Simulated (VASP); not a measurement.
Write the native input for VASP 6.6.1 that does the following.

```yaml
Task: relaxation of cell and atoms
Functional: PBEsol
Potentials_or_basis: VASP PAW PBE potentials, release 64 (Au)
Cutoff: 600 eV
k_mesh: 18 × 18 × 6
Occupations: gaussian, width 0.1 eV
Spin: no spin polarisation
Dipole_correction: no
Further_INCAR_settings: ALGO = Fast; EDIFF = 1e-06; IBRION = 2; EDIFFG = -0.01; NSW = 80; ISIF = 3
```

The structure of Au lies in POSCAR:

```
Au
1.0
    2.8862171303      0.0000000000      0.0000000000
   -1.4431085651      2.4995373557      0.0000000000
    0.0000000000      0.0000000000      9.4449087148
Au
4
Direct
    0.0000000000      0.0000000000      0.0000000000
    0.0000000000      0.0000000000      0.5000000000
    0.3333333333      0.6666666667      0.2500000000
    0.6666666667      0.3333333333      0.7500000000
```

The input as run:

INCAR

```
PREC = Accurate ; ENCUT = 600
EDIFF = 1E-6 ; ISMEAR = 0
SIGMA = 0.1 ; LREAL = False
LASPH = True ; NELM = 80
ALGO = Fast ; ISIF = 3
LWAVE = False ; LCHARG = False
GGA = PS ; IBRION = 2
NSW = 80 ; EDIFFG = -0.01
```

KPOINTS

```
regular mesh
0
Gamma
  18 18 6
```

Potentials or basis: VASP PAW PBE potentials, release 64 (Au).

Command:

```bash
$ cat potpaw_PBE.64/Au/POTCAR > POTCAR
$ mpirun -np 1 vasp_std > vasp.out
```

It gave:

The relaxed volume is 17.00 Å³/atom. The relaxed cell is a = 2.877 Å, b = 2.877 Å, c = 9.490 Å, α = 90.00°, β = 90.00°, γ = 120.00° and the space group after relaxing (to 0.05 Å) is P6_3/mmc (No. 194). The energy gained by relaxing is 0.2 meV/atom and the ionic steps are 5. The pressure after relaxing is 0.0 GPa and the band gap on the k mesh is zero (band 22 reaches 12.20 eV, above the bottom of band 23 at 7.02 eV).

Caveat: the PAW data sets were made with another functional, which shifts forces and pressure a little; spin-orbit coupling is left out, which moves the levels of the heavy elements.

It took 6.6 min on 1 thread of Intel(R) Xeon(R) 6975P-C (Granite Rapids), on a shared host, peak memory 0.39 GiB.
